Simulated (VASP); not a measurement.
A run of VASP 6.6.1:

File INCAR:

```
PREC     = Accurate       # precision mode
ENCUT    = 520            # plane-wave cutoff, eV
EDIFF    = 1E-7           # SCF threshold, eV
ISMEAR   = -1             # smearing method
SIGMA    = 0.08           # smearing width, eV
LREAL    = F              # projectors in reciprocal space
LASPH    = T              # aspherical terms in the spheres
NELM     = 80             # most SCF steps
ALGO     = Normal         # electronic algorithm
ISIF     = 2              # what is computed and relaxed
LWAVE    = F              # write WAVECAR
LCHARG   = F              # write CHGCAR
GGA      = PE             # functional
NBANDS   = 11             # bands
```

The input KPOINTS:

```
Automatic mesh
0
Gamma
  12 12 12
```

File POSCAR:

```
Ca
1.0
    0.0000000000      2.1170884590      2.1170884590
    2.1170884590      0.0000000000      2.1170884590
    2.1170884590      2.1170884590      0.0000000000
Ca
1
Direct
    0.0000000000      0.0000000000      0.0000000000
```

Potentials or basis: VASP PAW PBE potentials, release 64 (Ca_sv).

Command:

```bash
$ cat potpaw_PBE.64/Ca_sv/POTCAR > POTCAR
$ mpirun -np 1 vasp_std > vasp.out
```

Hardware: 1 thread of Intel Xeon 6975P-C, on a shared host.

Problem. Estimate the wall time of this run.

Solution. It took 18 s on 1 thread of Intel Xeon 6975P-C, with other jobs on the host, peak memory 0.15 GiB. Counts: scf iterations 12, k points 72.
